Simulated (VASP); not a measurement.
# Se (Pm-3m) in VASP: single point with r2SCAN

Aim: the single point of Se with r2SCAN.

Everything below comes from runs of VASP 6.6.1. Logs are shortened: lines on timing, memory, paths and dates and some standing lists are left out, and cuts for length are marked.

### 1 The cell of the first run

It takes space group Pm-3m (No. 221, cubic). Conventional cell: a = 2.811 Å, b = 2.811 Å, c = 2.811 Å, α = 90.00°, β = 90.00°, γ = 90.00°. Se (site symmetry m-3m) has 6 Se at 2.81 Å within 3.7 Å.

### 2 Single point, r2SCAN

POSCAR

```
Se
1.0
    2.8105630000      0.0000000000      0.0000000000
    0.0000000000      2.8105630000      0.0000000000
    0.0000000000      0.0000000000      5.6211260000
Se
2
Direct
    0.0000000000      0.0000000000      0.0000000000
    0.0000000000      0.0000000000      0.5000000000
```

INCAR.step1

```
SYSTEM = Se
  PREC = Accurate
  ENCUT = 520
  ISMEAR = -1
  SIGMA = 0.1
  LREAL = .False.
  LASPH = .True.
  NELM = 60
  NBANDS = 13
  GGA = PE
  ALGO = Normal
  EDIFF = 1E-4
  LWAVE = .True.
  LCHARG = .False.
```

INCAR.step2

```
SYSTEM = Se
  PREC = Accurate
  ENCUT = 520
  EDIFF = 1E-7
  ISMEAR = -1
  SIGMA = 0.1
  LREAL = .False.
  LASPH = .True.
  NELM = 60
  ALGO = Normal
  ISIF = 2
  LWAVE = .False.
  LCHARG = .False.
  METAGGA = R2SCAN
  LMIXTAU = .True.
  NBANDS = 13
  ISTART = 1
```

KPOINTS

```
regular mesh
0
Gamma
  6 6 3
  0 0 0
```

Potentials or basis: VASP PAW PBE potentials, release 64 (Se).

Run with:

```console
$ cat potpaw_PBE.64/Se/POTCAR > POTCAR
$ cp INCAR.step1 INCAR
$ mpirun -np 1 vasp_std > vasp.out
$ cp INCAR.step2 INCAR
$ mpirun -np 1 vasp_std > vasp.out
```

OUTCAR:

```text
SYSTEM = Se
   PREC = Accurate
   ENCUT = 520
   EDIFF = 1E-7
   ISMEAR = -1
   LREAL = .False.
   LASPH = .True.
   NELM = 60
   ISIF = 2
   METAGGA = R2SCAN
   ISTART = 1

 ion  position               nearest neighbor table
   1  0.000  0.000  0.000-
   2  0.000  0.000  0.500-

  LATTYP: Found a simple tetragonal cell.
 ALAT       =     2.8105630000
 C/A-ratio  =     2.0000000000

  Lattice vectors:

 A1 = (   2.8105630000,   0.0000000000,   0.0000000000)
 A2 = (   0.0000000000,   2.8105630000,   0.0000000000)
 A3 = (   0.0000000000,   0.0000000000,   5.6211260000)

Analysis of symmetry for initial positions (statically):
=====================================================================
 Subroutine PRICEL returns following result:

  LATTYP: Found a simple cubic cell.
 ALAT       =     2.8105630000

  Lattice vectors:

 A1 = (   2.8105630000,   0.0000000000,   0.0000000000)
 A2 = (   0.0000000000,   2.8105630000,   0.0000000000)
 A3 = (   0.0000000000,   0.0000000000,   2.8105630000)

   2 primitive cells build up your supercell.

 Routine SETGRP: Setting up the symmetry group for a
 simple tetragonal supercell.

 Subroutine GETGRP returns: Found 16 space group operations
 (whereof 16 operations were pure point group operations)
 out of a pool of 16 trial point group operations.

The static configuration has the point symmetry D_4h.

Analysis of symmetry for dynamics (positions and initial velocities):
=====================================================================
 Subroutine PRICEL returns following result:

  LATTYP: Found a simple cubic cell.
 ALAT       =     2.8105630000

  Lattice vectors:

 A1 = (   2.8105630000,   0.0000000000,   0.0000000000)
 A2 = (   0.0000000000,   2.8105630000,   0.0000000000)
 A3 = (   0.0000000000,   0.0000000000,   2.8105630000)

   2 primitive cells build up your supercell.

 Routine SETGRP: Setting up the symmetry group for a
 simple tetragonal supercell.

 Subroutine GETGRP returns: Found 16 space group operations
 (whereof 16 operations were pure point group operations)
 out of a pool of 16 trial point group operations.

The dynamic configuration has the point symmetry D_4h.

 Subroutine INISYM returns: Found 16 space group operations
 (whereof 16 operations are pure point group operations),
 and found     2 'primitive' translations

----------------------------------------------------------------------------------------

                                     Primitive cell

  volume of cell :      22.2014

  direct lattice vectors                    reciprocal lattice vectors
     2.810563000  0.000000000  0.000000000     0.355800599  0.000000000  0.000000000
     0.000000000  2.810563000  0.000000000     0.000000000  0.355800599  0.000000000
     0.000000000  0.000000000  2.810563000     0.000000000  0.000000000  0.355800599

  length of vectors
     2.810563000  2.810563000  2.810563000     0.355800599  0.355800599  0.355800599

  position of ions in fractional coordinates (direct lattice)
     0.000000000  0.000000000  0.000000000

  ion indices of the primitive-cell ions
   primitive index   ion index
                 1           1

----------------------------------------------------------------------------------------

 KPOINTS: regular mesh

Automatic generation of k-mesh.
 Grid dimensions read from file:
 generate k-points for:    6    6    3

 Generating k-lattice:

  Cartesian coordinates                     Fractional coordinates (reciprocal lattice)
     0.059300100  0.000000000  0.000000000     0.166666667  0.000000000  0.000000000
     0.000000000  0.059300100  0.000000000     0.000000000  0.166666667  0.000000000
     0.000000000  0.000000000  0.059300100     0.000000000  0.000000000  0.333333333

  Length of vectors
     0.059300100  0.059300100  0.059300100

  Shift w.r.t. Gamma in fractional coordinates (k-lattice)
     0.000000000  0.000000000  0.000000000

 Subroutine IBZKPT returns following result:
 ===========================================

 Found     20 irreducible k-points:

 Following reciprocal coordinates:
            Coordinates               Weight
  0.000000  0.000000  0.000000      1.000000
  0.166667  0.000000  0.000000      4.000000
  0.333333  0.000000  0.000000      4.000000
  0.500000  0.000000  0.000000      2.000000
  0.166667  0.166667  0.000000      4.000000
  0.333333  0.166667  0.000000      8.000000
[... 12 lines left out ...]
  0.500000  0.333333  0.333333      8.000000
  0.500000  0.500000  0.333333      2.000000
   k-points           NKPTS =     20   k-points in BZ     NKDIM =     20   number of bands    NBANDS=     13
   number of dos      NEDOS =    301   number of ions     NIONS =      2
   total plane-waves  NPLWV =  24192
   dimension x,y,z NGX =    24 NGY =   24 NGZ =   42
   dimension x,y,z NGXF=    48 NGYF=   48 NGZF=   84
   ions per type =               2
   NGX,Y,Z   is equivalent  to a cutoff of  14.20, 14.20, 12.42 a.u.
   NGXF,Y,Z  is equivalent  to a cutoff of  28.39, 28.39, 24.84 a.u.
 SYSTEM =  Se
   PREC   = accura    normal or accurate (medium, high low for compatibility)
   ISTART =      1    job   : 0-new  1-cont  2-samecut
   ICHARG =      0    charge: 1-file 2-atom 10-const
   ISPIN  =      1    spin polarized calculation?
   LNONCOLLINEAR =      F non collinear calculations
   LSORBIT =      F    spin-orbit coupling
   LASPH  =      T    aspherical Exc in radial PAW
   ENCUT  =  520.0 eV  38.22 Ry    6.18 a.u.   5.23  5.23 10.45*2*pi/ulx,y,z
   NELM   =     60;   NELMIN=  2; NELMDL=  0     # of ELM steps
   EDIFF  = 0.1E-06   stopping-criterion for ELM
   LREAL  =      F    real-space projection
   EDIFFG = 0.1E-05   stopping-criterion for IOM
   NSW    =      0    number of steps for IOM
   IBRION =     -1    ionic relax: 0-MD 1-quasi-New 2-CG
   NFREE  =      0    steps in history (QN), initial steepest desc. (CG)
   ISIF   =      2    stress and relaxation
   ISYM   =      2    0-nonsym 1-usesym 2-fastsym
   POTIM  = 0.5000    time-step for ionic-motion
   TEBEG  =    0.0;   TEEND  =   0.0 temperature during run
   PSTRESS=    0.0 pullay stress
   NELECT =      12.0000    total number of electrons
   NUPDOWN=      -1.0000    fix difference up-down
   EMIN   =  10.00;   EMAX   =-10.00  energy-range for DOS
   EFERMI =   0.00;   METHOD = LEGACY
   ISMEAR =    -1;   SIGMA  =   0.10  broadening in eV -4-tet -1-fermi 0-gaus
   EFERMI_NEDOS =   21; number of points for ismear=-14 and -15
   IALGO  =     38    algorithm
   IMIX   =      4    mixing-type and parameters
     AMIX     =   0.40;   BMIX     =  1.00
     AMIX_MAG =   1.60;   BMIX_MAG =  1.00
  volume/ion in A,a.u.               =      22.20       149.82
  Fermi-wavevector in a.u.,A,eV,Ry     =   1.058438  2.000157 15.242473  1.120290
  Thomas-Fermi vector in A             =   2.193747
   LORBIT       =      0    0 simple, 1 ext, 2 COOP (PROOUT), +10 PAW based schemes
   METAGGA = R2SCAN    functional components
   LHFCALC =     F    Hartree Fock is set to
   AEXX    =    0.0000 exact exchange contribution
   IVDW    =     0    specifies the selected vdW correction
   LEPSILON=     F    determine dielectric tensor
   LRPA    =     F    only Hartree local field effects (RPA)
 non-spin polarized calculation
  energy-cutoff  :      520.00
  volume of cell :       44.40
 maximum number of plane-waves:      1229
 NGX is ok and might be reduce to    24
   NGX = 11   NGY = 11   NGZ = 21

 number of electron      11.9999998 magnetization

 Free energy of the ion-electron system (eV)
  ---------------------------------------------------
  ext. energy  EPLUGINS =         0.00000000
  ---------------------------------------------------
  free energy    TOTEN  =       -27.80886315 eV

  energy without entropy =      -27.75086983  energy(sigma->0) =      -27.77986649

 E-fermi :   4.6937     XC(G=0): -10.5267

 val. band max:        4.4755029776   @ k =   0.1667   0.1667   0.3333
 cond. band min:       4.7961489521   @ k =   0.3333   0.1667   0.3333
 fundamental gap:      0.3206459745
 Fermi energy:         4.6936712117

 k-point     1 :       0.0000    0.0000    0.0000
  band No.  band energies     occupation
      1     -12.2162      2.00000
      2      -9.9797      2.00000
      3      -2.6939      2.00000
      4       6.1799      0.00000
      5       6.1799      0.00000
      6       6.1799      0.00000
      7       7.7106      0.00000
      8       7.7106      0.00000
      9      12.8890      0.00000
     10      12.8890      0.00000
     11      13.5161      0.00000
     12      15.0867      0.00000
     13      17.3395      0.00000

 k-point     2 :       0.1667    0.0000    0.0000
  band No.  band energies     occupation
      1     -11.8017      2.00000
      2      -9.5639      2.00000
      3      -2.3062      2.00000
      4       3.0119      2.00000
      5       4.8601      0.31836
      6       6.5020      0.00000
      7       6.5020      0.00000
      8       8.0119      0.00000
      9      13.2944      0.00000
     10      13.6378      0.00000
     11      13.8061      0.00000
     12      16.4205      0.00000
     13      17.0771      0.00000

 k-point     3 :       0.3333    0.0000    0.0000
  band No.  band energies     occupation
      1     -10.7387      2.00000
      2      -8.4916      2.00000
      3      -1.3462      2.00000
      4      -0.9190      2.00000
      5       1.0553      2.00000
      6       7.2547      0.00000
      7       7.2547      0.00000
      8       8.7045      0.00000
      9       9.6284      0.00000
     10      14.3373      0.00000
     11      15.2909      0.00000
     12      17.8395      0.00000
     13      20.3401      0.00000
[... 241 lines left out ...]
 k-point    19 :       0.5000    0.3333    0.3333
  band No.  band energies     occupation
      1      -8.0721      2.00000
      2      -6.9827      2.00000
      3      -0.9751      2.00000
      4      -0.0704      2.00000
      5       1.4103      2.00000
      6       2.1002      2.00000
      7       2.4798      2.00000
      8       6.0407      0.00000
      9      10.0740      0.00000
     10      10.9096      0.00000
     11      12.0284      0.00000
     12      14.1476      0.00000
     13      15.6205      0.00000

 k-point    20 :       0.5000    0.5000    0.3333
  band No.  band energies     occupation
      1      -7.2934      2.00000
      2      -6.1846      2.00000
      3      -0.3476      2.00000
      4      -0.3476      2.00000
      5       0.5161      2.00000
      6       0.5161      2.00000
      7       2.8469      2.00000
      8       6.5457      0.00000
      9       8.4349      0.00000
     10       9.7800      0.00000
     11      12.5812      0.00000
     12      12.5812      0.00000
     13      16.5515      0.00000

------------------------ aborting loop because EDIFF is reached ----------------------------------------

  FORCE on cell =-STRESS in cart. coord.  units (eV):
  Direction    XX          YY          ZZ          XY          YZ          ZX
  --------------------------------------------------------------------------------------
  -------------------------------------------------------------------------------------
  Total       -0.0220432     -0.0220432     -0.0218152      0.0000000      0.0000000     -0.0000000
  in kB       -0.7953803     -0.7953803     -0.7871546      0.0000000      0.0000000     -0.0000000
  external PRESSURE =      -0.7926384 kB  Pullay stress =       0.0000000 kB

 VOLUME and BASIS-vectors are now :
 -----------------------------------------------------------------------------
  energy-cutoff  :      520.00
  volume of cell :       44.40
      direct lattice vectors                 reciprocal lattice vectors
     2.810563000  0.000000000  0.000000000     0.355800599  0.000000000  0.000000000
     0.000000000  2.810563000  0.000000000     0.000000000  0.355800599  0.000000000
     0.000000000  0.000000000  5.621126000     0.000000000  0.000000000  0.177900300

 POSITION                                       TOTAL-FORCE (eV/Angst)
 -----------------------------------------------------------------------------------
      0.00000      0.00000      0.00000         0.000000      0.000000      0.000000
      0.00000      0.00000      2.81056         0.000000      0.000000      0.000000
 -----------------------------------------------------------------------------------
    total drift:                                0.000000      0.000000      0.000000

  FREE ENERGIE OF THE ION-ELECTRON SYSTEM (eV)
  ---------------------------------------------------
  free  energy   TOTEN  =       -27.8088631489 eV

  energy  without entropy=      -27.7508698327  energy(sigma->0) =      -27.77986649
```

Run time: 35 s. Hardware: 1 thread of Intel Xeon Platinum 8488C (Sapphire Rapids), shared host; peak memory 0.16 GiB.

What came out:

| Item | Value |
| --- | --- |
| Free energy | -27.8089 eV |
| Pressure | -0.1 GPa |
| Band gap on the k mesh | zero (band 6 reaches 7.71 eV, above the bottom of band 7 at 1.06 eV) |

Levels at points of the mesh, in eV from the Fermi level:
```
           k point  band 3  band 4  band 5  band 6  band 7  band 8  band 9  band 10
(0.00, 0.00, 0.00)   -7.39    1.49    1.49    1.49    3.02    3.02    8.20     8.20
(0.50, 0.00, 0.00)   -7.39   -5.40   -5.40    3.02    3.02    3.26    4.42    10.39
(0.50, 0.50, 0.00)   -5.40   -5.40   -3.63   -3.63   -3.63    3.26    4.42     6.29
```

Caveat: the k points lie up to 0.37 Å⁻¹ apart; the PAW data sets were made with another functional, which shifts forces and pressure a little.
